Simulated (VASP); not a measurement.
# P (Cmce) in VASP: further runs, part 2 of 2

VASP 6.6.1. The steps go on from the part before.

**4. Single point, PBE**

This run uses another cell than the first one, of 20.46 Å³/atom, 0.963 times its volume.

The input, INCAR:

```
  ALGO = Normal
  EDIFF = 1E-6
  ENCUT = 520
  GGA = PE
  ISIF = 2
  ISMEAR = -1
  LASPH = T
  LCHARG = F
  LREAL = F
  LWAVE = F
  NBANDS = 18
  NELM = 100
  PREC = Accurate
  SIGMA = 0.02
```

The input, KPOINTS:

```
k-points
0
Gamma
  4 4 3
```

The input, POSCAR:

```
P
1.0
    1.6477431241     -5.4650377251      0.0000000000
    1.6477431241      5.4650377251      0.0000000000
    0.0000000000      0.0000000000      4.5436355900
P
4
Direct
    0.9041431300      0.0958568700      0.5888151700
    0.0958568700      0.9041431300      0.4111848300
    0.5958568700      0.4041431300      0.0888151700
    0.4041431300      0.5958568700      0.9111848300
```

Potentials or basis: VASP PAW PBE potentials, release 64 (P).

Started as:

```
> cat potpaw_PBE.64/P/POTCAR > POTCAR
> mpirun -np 1 vasp_std > vasp.out
```

OUTCAR:

```text
EDIFF = 1E-6
   ENCUT = 520
   GGA = PE
   ISIF = 2
   ISMEAR = -1
   LASPH = T
   LREAL = F
   NELM = 100
   PREC = Accurate

 ion  position               nearest neighbor table
   1  0.904  0.096  0.589-   4 2.20   4 2.20   2 2.25
   2  0.096  0.904  0.411-   3 2.20   3 2.20   1 2.25
   3  0.596  0.404  0.089-   2 2.20   2 2.20   4 2.25
   4  0.404  0.596  0.911-   1 2.20   1 2.20   3 2.25

  LATTYP: Found a base centered orthorhombic cell.
 ALAT       =     3.2954862482
 B/A-ratio  =     3.3166806435
 C/A-ratio  =     1.3787451222

  Lattice vectors:

 A1 = (   1.6477431241,  -5.4650377251,   0.0000000000)
 A2 = (   1.6477431241,   5.4650377251,   0.0000000000)
 A3 = (   0.0000000000,   0.0000000000,   4.5436355900)

Analysis of symmetry for initial positions (statically):
=====================================================================
 Subroutine PRICEL returns:
 Original cell was already a primitive cell.

 Routine SETGRP: Setting up the symmetry group for a
 base centered orthorhombic supercell.

 Subroutine GETGRP returns: Found  8 space group operations
 (whereof  4 operations were pure point group operations)
 out of a pool of  8 trial point group operations.

The static configuration has the point symmetry C_2h.
 The point group associated with its full space group is D_2h.

Analysis of symmetry for dynamics (positions and initial velocities):
=====================================================================
 Subroutine PRICEL returns:
 Original cell was already a primitive cell.

 Routine SETGRP: Setting up the symmetry group for a
 base centered orthorhombic supercell.

 Subroutine GETGRP returns: Found  8 space group operations
 (whereof  4 operations were pure point group operations)
[... 105 lines left out ...]
   TEBEG  =    0.0;   TEEND  =   0.0 temperature during run
   PSTRESS=    0.0 pullay stress
   NELECT =      20.0000    total number of electrons
   NUPDOWN=      -1.0000    fix difference up-down
   EMIN   =  10.00;   EMAX   =-10.00  energy-range for DOS
   EFERMI =   0.00;   METHOD = LEGACY
   ISMEAR =    -1;   SIGMA  =   0.02  broadening in eV -4-tet -1-fermi 0-gaus
   EFERMI_NEDOS =   21; number of points for ismear=-14 and -15
   IALGO  =     38    algorithm
   IMIX   =      4    mixing-type and parameters
     AMIX     =   0.40;   BMIX     =  1.00
     AMIX_MAG =   1.60;   BMIX_MAG =  1.00
  volume/ion in A,a.u.               =      20.46       138.06
  Fermi-wavevector in a.u.,A,eV,Ry     =   1.023559  1.934246 14.254450  1.047673
  Thomas-Fermi vector in A             =   2.157299
   LORBIT       =      0    0 simple, 1 ext, 2 COOP (PROOUT), +10 PAW based schemes
   GGA     = PE    functional components
[... 5 lines left out ...]
 non-spin polarized calculation
  energy-cutoff  :      520.00
  volume of cell :       81.83
 maximum number of plane-waves:      2223
   NGX = 21   NGY = 21   NGZ = 17

 number of electron      20.0000004 magnetization

 Free energy of the ion-electron system (eV)
  ---------------------------------------------------
  ext. energy  EPLUGINS =         0.00000000
  ---------------------------------------------------
  free energy    TOTEN  =       -21.36461798 eV

  energy without entropy =      -21.36420861  energy(sigma->0) =      -21.36441330

 E-fermi :   5.9458     XC(G=0):  -9.4206

 val. band max:        5.8931328451   @ k =   0.5000   0.5000   0.0000
 cond. band min:       5.9985281246   @ k =   0.5000   0.5000   0.0000
 fundamental gap:      0.1053952795
 Fermi energy:         5.9458304706

 k-point     1 :       0.0000    0.0000    0.0000
  band No.  band energies     occupation
      1      -9.9349      2.00000
      2      -7.1926      2.00000
      3      -3.9118      2.00000
      4      -0.8951      2.00000
      5       0.9234      2.00000
      6       0.9847      2.00000
[... 271 lines left out ...]
      5       2.1335      2.00000
      6       2.2162      2.00000
[... 10 lines left out ...]
     17      11.9165      0.00000
     18      11.9788      0.00000

------------------------ aborting loop because EDIFF is reached ----------------------------------------

  FORCE on cell =-STRESS in cart. coord.  units (eV):
  Direction    XX          YY          ZZ          XY          YZ          ZX
  --------------------------------------------------------------------------------------
  -------------------------------------------------------------------------------------
  Total        1.6577804      0.5050950      0.7503134      0.0000000      0.0000000      0.0000000
  in kB       32.4579755      9.8893441     14.6905187      0.0000000      0.0000000      0.0000000
  external PRESSURE =      19.0126128 kB  Pullay stress =       0.0000000 kB

 VOLUME and BASIS-vectors are now :
 -----------------------------------------------------------------------------
  energy-cutoff  :      520.00
  volume of cell :       81.83
      direct lattice vectors                 reciprocal lattice vectors
     1.647743124 -5.465037725  0.000000000     0.303445357 -0.091490677  0.000000000
     1.647743124  5.465037725  0.000000000     0.303445357  0.091490677  0.000000000
     0.000000000  0.000000000  4.543635590     0.000000000  0.000000000  0.220088073

 POSITION                                       TOTAL-FORCE (eV/Angst)
 -----------------------------------------------------------------------------------
      1.64774     -4.41731      2.67536         0.000000      0.064800     -0.256829
      1.64774      4.41731      1.86827         0.000000     -0.064800      0.256829
      1.64774     -1.04772      0.40354         0.000000     -0.064800     -0.256829
      1.64774      1.04772      4.14009         0.000000      0.064800      0.256829
 -----------------------------------------------------------------------------------
    total drift:                               -0.000000     -0.000000     -0.000000

  FREE ENERGIE OF THE ION-ELECTRON SYSTEM (eV)
  ---------------------------------------------------
  free  energy   TOTEN  =       -21.3646179770 eV

  energy  without entropy=      -21.3642086150  energy(sigma->0) =      -21.36441330
```

OSZICAR:

```text
N       E                     dE             d eps       ncg     rms          rms(c)
DAV:   1     0.659979352103E+02    0.65998E+02   -0.83666E+03   504   0.946E+02
DAV:   2    -0.173137563894E+02   -0.83312E+02   -0.79961E+02   684   0.157E+02
DAV:   3    -0.214956944720E+02   -0.41819E+01   -0.41551E+01   686   0.362E+01
DAV:   4    -0.215415455241E+02   -0.45851E-01   -0.45812E-01   664   0.444E+00
DAV:   5    -0.215424598375E+02   -0.91431E-03   -0.91424E-03   664   0.596E-01    0.104E+01
DAV:   6    -0.214160064278E+02    0.12645E+00   -0.66793E-02   616   0.132E+00    0.619E+00
DAV:   7    -0.213642648257E+02    0.51742E-01   -0.12000E-01   592   0.182E+00    0.298E-01
DAV:   8    -0.213644595359E+02   -0.19471E-03   -0.11805E-02   588   0.608E-01    0.136E-01
DAV:   9    -0.213645616777E+02   -0.10214E-03   -0.45879E-04   660   0.127E-01    0.780E-02
DAV:  10    -0.213646035154E+02   -0.41838E-04   -0.58762E-05   614   0.410E-02    0.340E-02
DAV:  11    -0.213646174677E+02   -0.13952E-04   -0.18152E-05   598   0.281E-02    0.916E-03
DAV:  12    -0.213646179770E+02   -0.50923E-06   -0.46698E-07   352   0.410E-03
   1 F= -.21364618E+02 E0= -.21364413E+02  d E =-.409362E-03
```

Wall time 11 s (1 thread of Intel Xeon 6975P-C (Granite Rapids), shared host); peak memory 0.22 GiB.

What came out:

```yaml
Free_energy: -21.3646 eV
Pressure: 1.9 GPa
Largest_force: 0.265 eV/Å
Band_gap_on_the_k_mesh: 0.11 eV, direct
```

Forces on the atoms (eV/Å):
```
P    0.000  0.065 -0.257
P    0.000 -0.065  0.257
P    0.000 -0.065 -0.257
P    0.000  0.065  0.257
```

Stress tensor (GPa, compression positive):
```
3.25 0.00 0.00
0.00 0.99 0.00
0.00 0.00 1.47
```

Caveat: the k points lie up to 0.50 Å⁻¹ apart. A k mesh can miss the band edges.

**5. Single point, PBE**

This run uses another cell than the first one, of 20.46 Å³/atom, 0.963 times its volume.

The input, INCAR:

```
SYSTEM = P
  ALGO = Normal
  EDIFF = 1E-7
  ENCUT = 520
  GGA = PE
  ISIF = 2
  ISMEAR = -1
  LASPH = .TRUE.
  LCHARG = .TRUE.
  LELF = .TRUE.
  LREAL = .FALSE.
  LVHAR = .TRUE.
  LWAVE = .FALSE.
  NBANDS = 18
  NELM = 80
  PREC = Accurate
  SIGMA = 0.02
```

The input, KPOINTS:

```
k-points
0
G
  3 3 2
  0 0 0
```

POSCAR is that of step 4.

Started as:

```
> cat potpaw_PBE.64/P/POTCAR > POTCAR
> mpirun -np 1 vasp_std > vasp.out
```

Run time: 20 s. Hardware: 1 thread of Intel Xeon 6975P-C, shared host; peak memory 0.22 GiB.

It converged, with:

| Property | Result |
| --- | --- |
| Free energy | -21.2356 eV |
| Pressure | 2.1 GPa |
| Largest force | 0.347 eV/Å |
| Band gap on the k mesh | 0.67 eV, indirect (least direct gap 0.87 eV) |

Forces in eV/Å, atoms in the order of the input:
```
P    0.000 -0.171 -0.302
P    0.000  0.171  0.302
P    0.000  0.171 -0.302
P    0.000 -0.171  0.302
```

Stress tensor (GPa, compression positive):
```
 7.27  0.00  0.00
 0.00 -1.09  0.00
 0.00  0.00  0.07
```

Levels at points of the mesh, in eV from the valence-band top:
```tsv
k point	band 7	band 8	band 9	band 10	band 11	band 12	band 13	band 14
(0.00, 0.00, 0.00)	-3.74	-2.48	-2.25	-0.91	0.88	1.33	2.21	3.15
(0.00, 0.00, 0.50)	-2.95	-2.95	-1.35	-1.35	1.74	1.74	3.22	3.22
```

Caveat: the k points lie up to 0.69 Å⁻¹ apart.

**6. Summary**

```tsv
level	cell	k mesh	smearing	gap on the mesh (eV)	pressure (GPa)	largest force (eV/Å)
PBE	a = 5.869, b = 5.869, c = 4.559 Å, angles 90.0, 90.0, 147.2°, 4 atoms	8 × 8 × 6	fermi-dirac 0.05 eV	0.14	-0.3	0.05
PBEsol	a = 5.708, b = 5.708, c = 4.544 Å, angles 90.0, 90.0, 146.4°, 4 atoms	5 × 5 × 4	fermi-dirac 0.03 eV	0.38	-0.6	0.27
PBE	a = 5.708, b = 5.708, c = 4.544 Å, angles 90.0, 90.0, 146.4°, 4 atoms	4 × 4 × 3	fermi-dirac 0.02 eV	0.11	1.9	0.26
PBE	a = 5.708, b = 5.708, c = 4.544 Å, angles 90.0, 90.0, 146.4°, 4 atoms	3 × 3 × 2	fermi-dirac 0.02 eV	0.67	2.1	0.35
```

Alike in all rows: task single point; potentials or basis VASP PAW PBE potentials, release 64 (P); no spin polarisation; cutoff (eV) 520.

Caveats: some runs use coarse meshes; the PAW data sets were made with another functional, which shifts forces and pressure a little (some runs).

Total energies depend on the potentials used, so only differences within one code and one set of settings carry meaning.
